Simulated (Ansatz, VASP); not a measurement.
# One calculation of TiS2, two programs

```xyz
3
Lattice="3.3538 0.0000 0.0000 -1.6769 2.9045 0.0000 0.0000 0.0000 29.5200" Properties=species:S:1:pos:R:3 pbc="T T T"
S     0.0000    1.9363    6.9892
S     1.6769    0.9682    9.8708
Ti    0.0000    0.0000    8.4300
```

Alike in both runs: functional revPBE; dispersion D3(BJ); k mesh 12 × 12 × 1; occupations gaussian, width 0.08 eV; no spin polarisation.

Ansatz relaxed the structure, and its values are those at the end. VASP's run is a single point on that final structure, the one shown.

```csv
,VASP,Ansatz
version,VASP 6.6.1,Ansatz 0.2.0
potentials or method,"VASP PAW PBE potentials, release 64 (S, Ti_sv), cutoff 400 eV","scalar-relativistic, plane waves, PAW"
valence electrons in the cell,24,24
```

Ansatz gave:

| Quantity | Value |
| --- | --- |
| gap on the k mesh at the Fermi level (eV) | none |
| rms of the force components (eV/Å) | 0.000 |

Which values does VASP return?

gap on the k mesh at the Fermi level (eV): none; rms of the force components (eV/Å): 0.007.

VASP's potentials were made for PBE, not for revPBE. A gap of «none» marks a metal or a gap that the smearing closes. Ansatz's warnings: slab cell height set, structure snapped to symmetry.
